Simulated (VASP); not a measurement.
# Pr2F (Pn-3m) in VASP: relaxation of cell and atoms with PBE

Aim: the relaxation of cell and atoms of Pr2F with PBE.

All numbers are computed with VASP 6.6.1; they aren't measurements. Logs are shortened: lines on timing, memory, paths and dates and some standing lists are left out, and cuts for length are marked.

## (1) The cell of the first run

The structure is cubic, space group Pn-3m (No. 224). The conventional cell has a = 5.584 Å, b = 5.584 Å, c = 5.584 Å, α = 90.00°, β = 90.00°, γ = 90.00°. Pr (site symmetry -3m) has 2 F at 2.42 Å within 3.2 Å. Within 3.2 Å of F (site symmetry -43m) lie 4 Pr at 2.42 Å.

The cell was built from a structure type or drawn by symmetry, and may not be a known phase.

## (2) Relaxation of cell and atoms, PBE

INCAR reads:

```
  ALGO = Normal
  EDIFF = 1E-7
  EDIFFG = -0.01
  ENCUT = 600
  GGA = PE
  GGA_COMPAT = F
  IBRION = 2
  ISIF = 3
  ISMEAR = 0
  LASPH = T
  LCHARG = F
  LMAXMIX = 6
  LREAL = F
  LWAVE = F
  NELM = 200
  NELMIN = 4
  NSW = 100
  PREC = Accurate
  SIGMA = 0.1
```

KPOINTS reads:

```
k-points
0
Gamma
  8 8 8
```

POSCAR reads:

```
Pr2F
1.0
    5.5842267649      0.0000000000      0.0000000000
    0.0000000000      5.5842267649      0.0000000000
    0.0000000000      0.0000000000      5.5842267649
Pr F
4 2
Direct
    0.2500000000      0.2500000000      0.2500000000
    0.7500000000      0.7500000000      0.2500000000
    0.2500000000      0.7500000000      0.7500000000
    0.7500000000      0.2500000000      0.7500000000
    0.0000000000      0.0000000000      0.0000000000
    0.5000000000      0.5000000000      0.5000000000
```

Potentials or basis: VASP PAW PBE potentials, release 64 (Pr_3, F), 4f in core.

Started as:

```
cat potpaw_PBE.64/Pr_3/POTCAR potpaw_PBE.64/F/POTCAR > POTCAR
mpirun -np 1 vasp_std > vasp.out
```

OUTCAR:

```text
EDIFF = 1E-7
   EDIFFG = -0.01
   ENCUT = 600
   GGA = PE
   IBRION = 2
   ISIF = 3
   ISMEAR = 0
   LASPH = T
   LREAL = F
   NELM = 200
   NELMIN = 4
   NSW = 100
   PREC = Accurate

 ion  position               nearest neighbor table
   1  0.250  0.250  0.250-   5 2.42   6 2.42
   2  0.750  0.750  0.250-   5 2.42   6 2.42
   3  0.250  0.750  0.750-   5 2.42   6 2.42
   4  0.750  0.250  0.750-   5 2.42   6 2.42
   5  0.000  0.000  0.000-   1 2.42   2 2.42   3 2.42   4 2.42
   6  0.500  0.500  0.500-   1 2.42   2 2.42   3 2.42   4 2.42

  LATTYP: Found a simple cubic cell.
 ALAT       =     5.5842267649

  Lattice vectors:

 A1 = (   5.5842267649,   0.0000000000,   0.0000000000)
 A2 = (   0.0000000000,   5.5842267649,   0.0000000000)
 A3 = (   0.0000000000,   0.0000000000,   5.5842267649)

Analysis of symmetry for initial positions (statically):
=====================================================================
 Subroutine PRICEL returns:
 Original cell was already a primitive cell.

 Routine SETGRP: Setting up the symmetry group for a
 simple cubic supercell.

 Subroutine GETGRP returns: Found 48 space group operations
 (whereof 24 operations were pure point group operations)
 out of a pool of 48 trial point group operations.

The static configuration has the point symmetry T_d .
 The point group associated with its full space group is O_h .

Analysis of symmetry for dynamics (positions and initial velocities):
=====================================================================
 Subroutine PRICEL returns:
 Original cell was already a primitive cell.

 Routine SETGRP: Setting up the symmetry group for a
 simple cubic supercell.

 Subroutine GETGRP returns: Found 48 space group operations
 (whereof 24 operations were pure point group operations)
 out of a pool of 48 trial point group operations.

The dynamic configuration has the point symmetry T_d .
 The point group associated with its full space group is O_h .

 Subroutine INISYM returns: Found 48 space group operations
 (whereof 24 operations are pure point group operations),
 and found     1 'primitive' translations

----------------------------------------------------------------------------------------

                                     Primitive cell

  volume of cell :     174.1362

[... 102 lines left out ...]
   ISIF   =      3    stress and relaxation
   ISYM   =      2    0-nonsym 1-usesym 2-fastsym
   POTIM  = 0.5000    time-step for ionic-motion
   TEBEG  =    0.0;   TEEND  =   0.0 temperature during run
   PSTRESS=    0.0 pullay stress
   NELECT =      58.0000    total number of electrons
   NUPDOWN=      -1.0000    fix difference up-down
   EMIN   =  10.00;   EMAX   =-10.00  energy-range for DOS
   EFERMI =   0.00;   METHOD = LEGACY
   ISMEAR =     0;   SIGMA  =   0.10  broadening in eV -4-tet -1-fermi 0-gaus
   EFERMI_NEDOS =   21; number of points for ismear=-14 and -15
   IALGO  =     38    algorithm
   IMIX   =      4    mixing-type and parameters
     AMIX     =   0.40;   BMIX     =  1.00
     AMIX_MAG =   1.60;   BMIX_MAG =  1.00
  volume/ion in A,a.u.               =      29.02       195.85
  Fermi-wavevector in a.u.,A,eV,Ry     =   1.134805  2.144470 17.521333  1.287782
  Thomas-Fermi vector in A             =   2.271509
   LORBIT       =      0    0 simple, 1 ext, 2 COOP (PROOUT), +10 PAW based schemes
   GGA     = PE    functional components
   LHFCALC =     F    Hartree Fock is set to
   AEXX    =    0.0000 exact exchange contribution
   IVDW    =     0    specifies the selected vdW correction
   LEPSILON=     F    determine dielectric tensor
   LRPA    =     F    only Hartree local field effects (RPA)
 conjugate gradient relaxation of ions
 non-spin polarized calculation
 Gauss-broadening in eV      SIGMA  =   0.10
  energy-cutoff  :      600.00
  volume of cell :      174.14
 maximum number of plane-waves:      5846
 NGX is ok and might be reduce to    48
   NGX = 23   NGY = 23   NGZ = 23

--------------------------------------- Ionic step        1  -------------------------------------------

 number of electron      58.0000024 magnetization

 Free energy of the ion-electron system (eV)
  ---------------------------------------------------
  ext. energy  EPLUGINS =         0.00000000
  ---------------------------------------------------
  free energy    TOTEN  =       -32.79886230 eV

  energy without entropy =      -32.77488188  energy(sigma->0) =      -32.78687209

------------------------ aborting loop because EDIFF is reached ----------------------------------------

  FORCE on cell =-STRESS in cart. coord.  units (eV):
  Direction    XX          YY          ZZ          XY          YZ          ZX
  --------------------------------------------------------------------------------------
  -------------------------------------------------------------------------------------
  Total       -0.3607507     -0.3607507     -0.3607507      0.0000000      0.0000000      0.0000000
  in kB       -3.3191631     -3.3191631     -3.3191631      0.0000000      0.0000000      0.0000000
  external PRESSURE =      -3.3191631 kB  Pullay stress =       0.0000000 kB
[... 67 lines left out ...]
--------------------------------------- Ionic step        3  -------------------------------------------

 number of electron      58.0000020 magnetization

 Free energy of the ion-electron system (eV)
  ---------------------------------------------------
  ext. energy  EPLUGINS =         0.00000000
  ---------------------------------------------------
  free energy    TOTEN  =       -32.80004759 eV

  energy without entropy =      -32.77614208  energy(sigma->0) =      -32.78809483

 E-fermi :   3.4951     XC(G=0):  -9.3461

 val. band max:        3.4839304140   @ k =   0.5000   0.2500   0.1250
 cond. band min:       3.5044341171   @ k =   0.3750   0.3750   0.0000
 fundamental gap:      0.0205037031
 Fermi energy:         3.4950710491

 k-point     1 :       0.0000    0.0000    0.0000
  band No.  band energies     occupation
      1     -33.4389      2.00000
      2     -33.3231      2.00000
      3     -33.3231      2.00000
      4     -33.3231      2.00000
      5     -23.3783      2.00000
      6     -22.9769      2.00000
[... 877 lines left out ...]
     33       4.3978      0.00000
     34       4.4200      0.00000

 [... further k-points ...]

------------------------ aborting loop because EDIFF is reached ----------------------------------------

  FORCE on cell =-STRESS in cart. coord.  units (eV):
  Direction    XX          YY          ZZ          XY          YZ          ZX
  --------------------------------------------------------------------------------------
  -------------------------------------------------------------------------------------
  Total        0.0009735      0.0009735      0.0009735      0.0000000     -0.0000000      0.0000000
  in kB        0.0090161      0.0090161      0.0090161      0.0000000     -0.0000000      0.0000000
  external PRESSURE =       0.0090161 kB  Pullay stress =       0.0000000 kB
[... 21 lines left out ...]
  FREE ENERGIE OF THE ION-ELECTRON SYSTEM (eV)
  ---------------------------------------------------
  free  energy   TOTEN  =       -32.8000475934 eV

  energy  without entropy=      -32.7761420758  energy(sigma->0) =      -32.78809483

 reached required accuracy - stopping structural energy minimisation
```

Run time: 5.5 min. Hardware: 1 thread of Intel Xeon 6975P-C (Granite Rapids), shared host; peak memory 0.46 GiB.

What came out:

```
Free energy                           : -32.8000 eV
Relaxed volume                        : 28.83 Å³/atom
Relaxed cell                          : a = 5.572 Å, b = 5.572 Å, c = 5.572 Å, α = 90.00°, β = 90.00°, γ = 90.00°
Space group after relaxing (to 0.1 Å) : Pn-3m (No. 224)
Energy gained by relaxing             : 0.2 meV/atom
Ionic steps                           : 3
Pressure after relaxing               : 0.0 GPa
Band gap on the k mesh                : zero (bands 29 and 30 overlap by 2.03 eV)
```

The path:
```tsv
step	energy change (eV)	largest force (eV/Å)	pressure (GPa)	volume (Å³)
1	0.0000	0.0000	-0.33	174.14
2	-0.0011	0.0000	0.11	172.63
3	-0.0012	0.0000	0.00	173.00
```

Final structure:
```
Pr F
1.0
     5.57204    0.00000    0.00000
     0.00000    5.57204    0.00000
     0.00000    0.00000    5.57204
Pr F
4 2
Direct
  0.25000 0.25000 0.25000
  0.75000 0.75000 0.25000
  0.25000 0.75000 0.75000
  0.75000 0.25000 0.75000
  0.00000 0.00000 0.00000
  0.50000 0.50000 0.50000
```

Caveat: spin-orbit coupling is left out, which moves the levels of the heavy elements; the 4f electrons are frozen in the core, so they carry no moment and show no levels; the run has no spin polarisation, though such a crystal can be magnetic. With open d or f shells a metallic result of PBE can be an artefact of self-interaction; +U or a hybrid may open a gap.
